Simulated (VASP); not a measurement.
Zn3SnO3:

```
CELL_PARAMETERS angstrom
3.35000 0.00000 0.00000
-1.67500 2.90119 0.00000
0.00000 0.00000 9.90000
ATOMIC_POSITIONS crystal
Zn 0.66667 0.33333 0.76300
Zn 0.33333 0.66667 0.00000
Zn 0.66667 0.33333 0.23700
Sn 0.00000 0.00000 0.50000
O 0.33333 0.66667 0.76300
O 0.66667 0.33333 0.00000
O 0.33333 0.66667 0.23700
```

| Property | Result |
| --- | --- |
| Program | VASP 6.6.1 |
| Task | relaxation of cell and atoms |
| Functional | PBE |
| Potentials or basis | VASP PAW PBE potentials, release 64 (Zn, Sn_d, O) |
| Cutoff | 600 eV |
| k mesh | 6 × 6 × 2 |
| Occupations | gaussian, width 0.2 eV |
| Spin | no spin polarisation |

At the start: pressure 6.4 GPa; volume 13.75 Å³/atom.

**Question.** How do energy, volume and symmetry change on relaxing?

**Answer.** Over 10 steps the energy falls by 33.1 meV/atom and the volume is 15.45 Å³/atom (+12.4 %); space group P-6m2 (No. 187, to 0.1 Å) before and after.

The path:
```
step  energy change (eV)  largest force (eV/Å)  pressure (GPa)  volume (Å³)
   1              0.0000                0.2594            6.41        96.22
   2             -0.0828                0.3036           -2.56       104.08
   3             -0.1040                0.2369           -0.05       101.51
   4             -0.1232                0.2250           -0.01       101.97
   5             -0.1681                0.1877            0.16       103.32
   6             -0.2043                0.1255            1.01       105.88
   7             -0.2097                0.1679           -1.45       109.06
   8             -0.2128                0.1516           -0.58       107.86
   9             -0.2209                0.1148           -0.47       107.96
  10             -0.2318                0.0668           -0.25       108.18
```

Final structure:
```
CELL_PARAMETERS angstrom
3.37879 0.00000 0.00000
-1.68940 2.92612 0.00000
0.00000 0.00000 10.94166
ATOMIC_POSITIONS crystal
Zn 0.66667 0.33333 0.78205
Zn 0.33333 0.66667 0.00000
Zn 0.66667 0.33333 0.21795
Sn 0.00000 0.00000 0.50000
O 0.33333 0.66667 0.78014
O 0.66667 0.33333 0.00000
O 0.33333 0.66667 0.21986
```

Caveat: the k points lie up to 0.36 Å⁻¹ apart in the final cell, too coarse for converged energies and pressures of a metal; the relaxation stopped at a loose force limit of 0.08 eV/Å, so its end isn't a converged minimum.
